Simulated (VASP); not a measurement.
# SiC (R3m) in VASP: a series of runs, part 2 of 2

VASP 6.6.1. Earlier steps stand in the parts before.

## (5) Relaxation of the atoms, PBE (strained cell)

The input, INCAR:

```
SYSTEM = SiC
PREC     = Accurate       ! precision mode
ENCUT    = 520            ! plane-wave cutoff, eV
EDIFF    = 1E-7           ! SCF threshold, eV
ISMEAR   = 0              ! smearing method
SIGMA    = 0.02           ! smearing width, eV
LREAL    = .FALSE.        ! projectors in reciprocal space
LASPH    = .TRUE.         ! aspherical terms in the spheres
NELM     = 120            ! most SCF steps
ALGO     = Normal         ! electronic algorithm
ISIF     = 2              ! what is computed and relaxed
LWAVE    = .FALSE.        ! write WAVECAR
LCHARG   = .FALSE.        ! write CHGCAR
GGA      = PE             ! functional
IBRION   = 2              ! ionic algorithm
NSW      = 60             ! ionic steps
EDIFFG   = -0.002         ! ionic threshold
GGA_COMPAT= .FALSE.      
NELMIN   = 4
```

The input, KPOINTS:

```
Automatic mesh
0
G
  9 9 9
  0 0 0
```

The input, POSCAR:

```
SiC
1.0
   -0.0172964090      2.1944745517      2.1944745517
    2.1944745517     -0.0172964090      2.1944745517
    2.1944745517      2.1944745517     -0.0172964090
Si C
1 1
Direct
   -0.0000490319     -0.0000490319     -0.0000490319
    0.2500490319      0.2500490319      0.2500490319
```

On the command line:

```
$ cat potpaw_PBE.64/Si/POTCAR potpaw_PBE.64/C/POTCAR > POTCAR
$ mpirun -np 1 vasp_std > vasp.out
```

Run time: 11 s. Hardware: 1 thread of Intel Xeon Platinum 8488C (Sapphire Rapids), shared host; peak memory 0.14 GiB.

Results (log left out):

| Item | Value |
| --- | --- |
| Free energy | -15.0532 eV |
| Energy gained by relaxing | 0.1 meV/atom |
| Ionic steps | 3 |
| Pressure after relaxing | -3.7 GPa |
| Band gap on the k mesh | 1.45 eV (least direct gap 4.51 eV) |

Stress tensor (GPa, compression positive):
```
-3.73  1.83  1.83
 1.83 -3.73  1.83
 1.83  1.83 -3.73
```

The path:
```tsv
step	energy change (eV)	largest force (eV/Å)	pressure (GPa)
1	0.0000	0.0833	-3.71
2	-0.0001	0.0641	-3.74
3	-0.0002	0.0001	-3.73
```

Final structure:
```cif
data_structure
_symmetry_space_group_name_H-M 'P 1'
_symmetry_Int_Tables_number 1
_cell_length_a 3.1035
_cell_length_b 3.1035
_cell_length_c 3.1035
_cell_angle_alpha 60.521
_cell_angle_beta 60.521
_cell_angle_gamma 60.521
_cell_volume 21.39
loop_
_atom_site_label
_atom_site_type_symbol
_atom_site_fract_x
_atom_site_fract_y
_atom_site_fract_z
_atom_site_occupancy
Si1 Si 0.99965 0.99965 0.99965 1
C1 C 0.25035 0.25035 0.25035 1
```

Levels at points of the mesh, in eV from the valence-band top:
```csv
k point,band 1,band 2,band 3,band 4,band 5,band 6,band 7,band 8
"(0.00, 0.00, 0.00)",-15.22,-0.10,-0.10,0.00,5.75,6.93,6.93,7.21
```

Caveat: the cell differs from its parent crystal (strained cell); an odd mesh through Γ misses points on the zone boundary, where band edges can lie.

## (6) Relaxation of the atoms, PBE (strained cell)

The input, INCAR:

```
  ALGO = Normal
  EDIFF = 1E-7
  EDIFFG = -0.002
  ENCUT = 520
  GGA = PE
  GGA_COMPAT = F
  IBRION = 2
  ISIF = 2
  ISMEAR = 0
  LASPH = T
  LCHARG = F
  LREAL = F
  LWAVE = F
  NELM = 120
  NELMIN = 4
  NSW = 60
  PREC = Accurate
  SIGMA = 0.02
```

The input, KPOINTS:

```
k-points
0
Gamma
  9 9 9
```

The input, POSCAR:

```
SiC
1.0
   -0.0174408181      2.1943301427      2.1943301427
    2.1943301427     -0.0174408181      2.1943301427
    2.1943301427      2.1943301427     -0.0174408181
Si C
1 1
Direct
   -0.0003452088     -0.0003452088     -0.0003452088
    0.2503452088      0.2503452088      0.2503452088
```

Potentials or basis: VASP PAW PBE potentials, release 64 (Si, C).

On the command line:

```
$ cat potpaw_PBE.64/Si/POTCAR potpaw_PBE.64/C/POTCAR > POTCAR
$ mpirun -np 1 vasp_std > vasp.out
```

Run time: 6.6 s. Hardware: 1 thread of Intel Xeon Platinum 8488C (Sapphire Rapids), shared host; peak memory 0.13 GiB.

The run converged. Its results:

* Free energy: -15.0532 eV
* Pressure after relaxing: -3.7 GPa
* Band gap on the k mesh: 1.45 eV (least direct gap 4.51 eV)

Stress tensor (GPa, compression positive):
```
-3.71  1.84  1.84
 1.84 -3.71  1.84
 1.84  1.84 -3.71
```

Final structure:
```
Si C
1.0
    -0.01744    2.19433    2.19433
     2.19433   -0.01744    2.19433
     2.19433    2.19433   -0.01744
Si C
1 1
Direct
  0.99965 0.99965 0.99965
  0.25035 0.25035 0.25035
```

Levels at points of the mesh, in eV from the valence-band top:
| k point | band 1 | band 2 | band 3 | band 4 | band 5 | band 6 | band 7 | band 8 |
| --- | --- | --- | --- | --- | --- | --- | --- | --- |
| (0.00, 0.00, 0.00) | -15.22 | -0.10 | -0.10 | 0.00 | 5.75 | 6.93 | 6.93 | 7.21 |

Caveat: the cell differs from its parent crystal (strained cell); the relaxation stopped at its first step, so nothing moved; an odd mesh through Γ misses points on the zone boundary, where band edges can lie.

## (7) Relaxation of the atoms, PBE (strained cell)

The input, INCAR:

```
  PREC = Accurate
  ENCUT = 520
  EDIFF = 1E-7
  ISMEAR = 0
  SIGMA = 0.02
  LREAL = False
  LASPH = True
  NELM = 120
  ALGO = Normal
  ISIF = 2
  LWAVE = False
  LCHARG = False
  GGA = PE
  IBRION = 2
  NSW = 60
  EDIFFG = -0.002
  GGA_COMPAT = False
  NELMIN = 4
```

The input, KPOINTS:

```
regular mesh
0
Gamma
  9 9 9
```

The input, POSCAR:

```
SiC
1.0
   -0.0028224681      2.2089484927      2.2089484927
    2.2089484927     -0.0028224681      2.2089484927
    2.2089484927      2.2089484927     -0.0028224681
Si C
1 1
Direct
   -0.0004824850     -0.0004824850     -0.0004824850
    0.2504824850      0.2504824850      0.2504824850
```

On the command line:

```
$ cat potpaw_PBE.64/Si/POTCAR potpaw_PBE.64/C/POTCAR > POTCAR
$ mpirun -np 1 vasp_std > vasp.out
```

Run time: 12 s. Hardware: 1 thread of Intel Xeon Platinum 8488C (Sapphire Rapids), shared host; peak memory 0.13 GiB.

Results (log left out):

```
Free energy               : -15.0498 eV
Energy gained by relaxing : 0.2 meV/atom
Ionic steps               : 3
Pressure after relaxing   : -5.7 GPa
Band gap on the k mesh    : 1.52 eV (least direct gap 4.56 eV)
```

Stress tensor (GPa, compression positive):
```
-5.66  0.29  0.29
 0.29 -5.66  0.29
 0.29  0.29 -5.66
```

The path:
```csv
step,energy change (eV),largest force (eV/Å),pressure (GPa)
1,0.0000,0.1140,-5.66
2,-0.0002,0.0779,-5.66
3,-0.0004,0.0000,-5.66
```

Final structure:
```
Si C
1.0
    -0.00282    2.20895    2.20895
     2.20895   -0.00282    2.20895
     2.20895    2.20895   -0.00282
Si C
1 1
Cartesian
  4.4148 4.4148 4.4148
  1.1040 1.1040 1.1040
```

Levels at points of the mesh, in eV from the valence-band top:
| k point | band 2 | band 3 | band 4 | band 5 | band 6 | band 7 |
| --- | --- | --- | --- | --- | --- | --- |
| (0.00, 0.00, 0.00) | -0.02 | -0.02 | 0.00 | 5.72 | 6.99 | 6.99 |

Caveat: the cell differs from its parent crystal (strained cell); an odd mesh through Γ misses points on the zone boundary, where band edges can lie.

## (8) Summary

| task | cell | cutoff (eV) | smearing | gap on the mesh (eV) | pressure (GPa) |
| --- | --- | --- | --- | --- | --- |
| single point | a = 3.103 Å, angles 60.5°, 2 atoms | 600 | gaussian 0.01 eV | 1.45 | -3.8 |
| single point | a = 3.124 Å, angles 60.1°, 2 atoms | 600 | gaussian 0.02 eV | 1.52 | -5.8 |
| relaxation of the atoms | atoms relaxed from a = 3.095 Å, angles 60.7°, 2 atoms | 520 | gaussian 0.02 eV | 1.42 | -2.9 |
| relaxation of the atoms | atoms relaxed from a = 3.104 Å, angles 60.5°, 2 atoms | 520 | gaussian 0.02 eV | 1.45 | -3.7 |
| relaxation of the atoms | atoms relaxed from a = 3.103 Å, angles 60.5°, 2 atoms | 520 | gaussian 0.02 eV | 1.45 | -3.7 |
| relaxation of the atoms | atoms relaxed from a = 3.124 Å, angles 60.1°, 2 atoms | 520 | gaussian 0.02 eV | 1.52 | -5.7 |

Alike in all rows: level PBE; potentials or basis VASP PAW PBE potentials, release 64 (Si, C); no spin polarisation; k mesh 9 × 9 × 9.

Caveats: an odd mesh through Γ misses points on the zone boundary, where band edges can lie; the cell stands under tension (at least some runs); the relaxation stopped at its first step, so nothing moved (at least some runs).

Total energies depend on the potentials used, so only differences within one code and one set of settings carry meaning.
